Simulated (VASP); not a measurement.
Pt3Rh, 4 atoms in the cell. Symmetry: Pm-3m, No. 221, cubic system. The conventional cell has a = 3.942 Å, b = 3.942 Å, c = 3.942 Å, α = 90.00°, β = 90.00°, γ = 90.00°. Within 3.7 Å of Rh (site symmetry m-3m) lie 12 Pt at 2.79 Å. Within 3.7 Å of Pt (site symmetry 4/mmm) lie 4 Rh at 2.79 Å and 8 Pt at 2.79 Å. 

* Program: VASP 6.6.1
* Task: single point
* Functional: PBEsol
* Potentials or basis: VASP PAW PBE potentials, release 64 (Rh_pv, Pt)
* Cutoff: 520 eV
* k mesh: 6 × 6 × 6
* Occupations: fermi-dirac, width 0.01 eV
* Spin: no spin polarisation
* Dipole correction: no
* Further INCAR settings: ALGO = Normal; EDIFF = 1e-06; NBANDS = 30

Potentials or basis: VASP PAW PBE potentials, release 64 (Rh_pv, Pt).

The run is started by

```console
$ cat potpaw_PBE.64/Rh_pv/POTCAR potpaw_PBE.64/Pt/POTCAR > POTCAR
$ mpirun -np 1 vasp_std > vasp.out
```

Hardware: 1 thread of Intel Xeon 8259CL, with other jobs on the host.

**Question.** Estimate the wall time of this run.

**Answer.** Wall time 84 s on 1 thread of Intel Xeon 8259CL, with other jobs on the host, peak memory 0.19 GiB. Counts: scf iterations 16, k points 20.
